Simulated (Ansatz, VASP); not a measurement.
## Two plane-wave programs on Ag

```
Ag
1.0
     2.38711    0.00000    0.00000
    -1.19355    2.06730    0.00000
     0.00000    0.00000    3.91858
Ag
2
Direct
  0.33333 0.66667 0.25000
  0.66667 0.33333 0.75000
```

Change from the starting cell: volume scaled by 0.58, PAW files.

Alike in both runs: task single point; functional PBEsol; k mesh 15 × 15 × 8; occupations fermi-dirac, width 0.05 eV; no spin polarisation.

|  | VASP | Ansatz |
| --- | --- | --- |
| version | VASP 6.6.1 | Ansatz 0.2.0 |
| potentials or method | VASP PAW PBE potentials, release 64 (Ag) | PAW with Ansatz's default frozen-core files, scalar-relativistic |
| plane-wave cutoff (eV) | 520 | 420 |
| valence electrons in the cell | 22 | 38 |

VASP gave:

| Item | Value |
| --- | --- |
| pressure (GPa) | 289.4 |
| traceless stress, the component that is largest in VASP (GPa) | 0.13 |

Problem. Which values does Ansatz return?

Solution. Pressure (GPa): 289.7; traceless stress, the component that is largest in VASP (GPa): 0.01.

VASP's potentials were made for PBE, not for PBEsol. Both programs put the cell under a high pressure, so it lies far from rest at this level. With one functional, cell and mesh, what is left measures potentials, basis and numerics. VASP's potentials hold 22 valence electrons a cell and Ansatz's 38, so a difference there can come from the potentials and not from the codes.

Noted on VASP's run: the cell as given lies far from equilibrium.
